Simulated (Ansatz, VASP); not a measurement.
**Two plane-wave programs on ZnS**

```xyz
8
Lattice="3.8227 0.0000 0.0000 -1.9114 3.3106 0.0000 0.0000 0.0000 12.5200" Properties=species:S:1:pos:R:3 pbc="T T T"
Zn    0.0000    0.0000    0.0005
Zn    0.0000    0.0000    6.2605
Zn    0.0000    2.2070    3.1304
Zn    1.9114    1.1035    9.3904
S     0.0000    0.0000    2.3455
S     0.0000    0.0000    8.6055
S     0.0000    2.2070    5.4786
S     1.9114    1.1035   11.7386
```

Alike in both runs: task electric field gradients; functional PBE; k mesh 6 × 6 × 2; occupations gaussian, width 0.025 eV; no spin polarisation.

|  | VASP | Ansatz |
| --- | --- | --- |
| version | VASP 6.6.1 | Ansatz 0.2.0 |
| potentials or method | VASP PAW PBE potentials, release 64 (Zn, S) | plane-wave PAW, scalar-relativistic |
| plane-wave cutoff (eV) | 520 | 420 |
| valence electrons in the cell | 72 | 72 |

|  | VASP | Ansatz | Ansatz less VASP |
| --- | --- | --- | --- |
| gap on the k mesh at the Fermi level (eV) | 2.13 | 2.13 | -0.005 |
| pressure (GPa) | 1.5 | 1.3 | -0.16 |
| traceless stress, the component that is largest in VASP (GPa) | -0.09 | -0.09 | -0.004 |
| rms of the force components (eV/Å) | 0.008 | 0.007 | -0.0002 |
| size of Vzz on the site where it differs most (V/Å²) | 0.2 | 0.0 | -0.12 |

Atom by atom the forces differ by 0.000 eV/Å (rms over components). The functional is the same, so the differences come from potentials, cutoffs and numerics.
